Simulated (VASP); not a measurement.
Here is a VASP 6.6.1 calculation.

Contents of INCAR:

```
PREC = Accurate ; ENCUT = 600
EDIFF = 1E-6 ; ISMEAR = 0
SIGMA = 0.01 ; LREAL = False
LASPH = True ; NELM = 120
ALGO = Normal ; ISIF = 2
LWAVE = False ; LCHARG = False
GGA = RE ; NBANDS = 16
GGA_COMPAT = False
```

KPOINTS

```
regular mesh
0
Gamma
  8 8 3
```

POSCAR

```
BN
1.0
    2.5591965745      0.0000000000      0.0000000000
   -1.2795982872      2.2163299590      0.0000000000
    0.0000000000      0.0000000000      6.7976098010
B N
2 2
Direct
    0.3333333333      0.6666666667      0.2500000000
    0.6666666667      0.3333333333      0.7500000000
    0.3333333333      0.6666666667      0.7500000000
    0.6666666667      0.3333333333      0.2500000000
```

Potentials or basis: VASP PAW PBE potentials, release 64 (B, N).

Launch:

```console
$ cat potpaw_PBE.64/B/POTCAR potpaw_PBE.64/N/POTCAR > POTCAR
$ mpirun -np 1 vasp_std > vasp.out
```

(1) What does it give for the band gap on the k mesh?

(2) What does it give for the pressure?

Results:

(1) 4.27 eV, indirect (least direct gap 4.58 eV).

(2) -8.4 GPa.

Caveat: the PAW data sets were made with another functional, which shifts forces and pressure a little; this functional lacks dispersion, which binds the layers, so the pressure and a relaxed spacing across them are unreliable.
